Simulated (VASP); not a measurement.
Here is a VASP 6.6.1 calculation.

The input INCAR:

```
  ALGO = Normal
  EDIFF = 1E-6
  ENCUT = 520
  GGA = PE
  ISIF = 2
  ISMEAR = 0
  LASPH = True
  LCHARG = False
  LREAL = False
  LWAVE = False
  NBANDS = 34
  NELM = 100
  PREC = Accurate
  SIGMA = 0.1
```

KPOINTS

```
k-points
0
Gamma
  4 4 2
```

POSCAR

```
Al3BN2
1.0
    4.4905903923     -0.8790208755     -0.1399917556
    0.2422429841      4.4715941782      0.3330046231
   -0.4543391286      3.0806419573      8.6475576396
Al B N
6 2 4
Direct
    0.3907684416      0.9538804917      0.7952094956
    0.7744104783      0.2114011216      0.2059231633
    0.8578910111      0.1818696106      0.5489412699
    0.2593081997      0.3312216363      1.0368651123
    0.3099980296     -0.0151969424      0.4503184662
    0.9060394563     -0.1639457815      0.9633686782
    0.0539848479      0.4682415882      0.6955269171
    1.1133135769      0.6985403201      0.3041664348
    0.1784628522      0.2313157565      0.8467564476
    1.0552401576      0.3493728533      0.3471610279
    0.1130765260      0.8175932323      0.6523078644
    0.9875064229      0.9357061130      0.1534551227
```

Potentials or basis: VASP PAW PBE potentials, release 64 (Al, B, N).

The run is started by

```bash
$ cat potpaw_PBE.64/Al/POTCAR potpaw_PBE.64/B/POTCAR potpaw_PBE.64/N/POTCAR > POTCAR
$ mpirun -np 1 vasp_std > vasp.out
```

Q: What does it give for the largest force?

A: 0.048 eV/Å.

Q: What does it give for the pressure?

A: -0.1 GPa.

Q: What does it give for the band gap on the k mesh?

A: 0.42 eV (least direct gap 0.68 eV).

Stress tensor (GPa, compression positive):
```
-0.10 -0.22 -0.10
-0.22 -0.19 -0.06
-0.10 -0.06 -0.11
```

A k mesh can miss the band edges.
